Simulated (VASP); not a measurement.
**C: single point with HSE06**

The system is C.

```xyz
2
Lattice="0.0000 1.7089 1.7089 1.7089 0.0000 1.7089 1.7089 1.7089 0.0000" Properties=species:S:1:pos:R:3 pbc="T T T"
C     0.0000    0.0000    0.0000
C     0.8545    0.8545    0.8545
```

This cell differs from its parent crystal: strain -4.0%.

```json
{"Program": "VASP 6.6.1", "Task": "single point", "Functional": "HSE06", "Potentials or basis": "VASP PAW PBE potentials, release 64 (C)", "Cutoff": "520 eV", "k mesh": "8 × 8 × 8", "Occupations": "gaussian, width 0.01 eV", "Spin": "no spin polarisation", "Dipole correction": "no", "Grid for exact exchange (PRECFOCK)": "Normal", "Further INCAR settings": "ALGO = Normal; EDIFF = 1e-07; NBANDS = 11", "Share of exact exchange": "0.25", "Screening parameter": "0.2079 1/Å"}
```

- Pressure: 64.4 GPa
- Band gap on the k mesh: 5.60 eV (least direct gap 7.36 eV)

Levels at points of the mesh, in eV from the valence-band top:
```csv
k point,band 1,band 2,band 3,band 4,band 5,band 6,band 7,band 8,band 9
"(0.00, 0.00, 0.00)",-25.42,0.00,0.00,0.00,7.36,7.36,7.36,18.44,22.67
"(0.50, 0.00, 0.00)",-18.39,-16.20,-3.43,-3.43,10.58,10.58,12.23,18.75,26.02
"(0.50, 0.50, 0.00)",-15.08,-15.08,-7.74,-7.74,6.20,6.20,21.37,21.37,28.22
```

Run time: 12 min on 1 thread of Intel Xeon 8259CL, on a shared host, peak memory 0.22 GiB.

Caveat: the cell differs from its parent crystal (strain -4.0%); the cell stands under pressure; the PAW data sets were made with another functional, which shifts forces and pressure a little. A k mesh can miss the band edges.
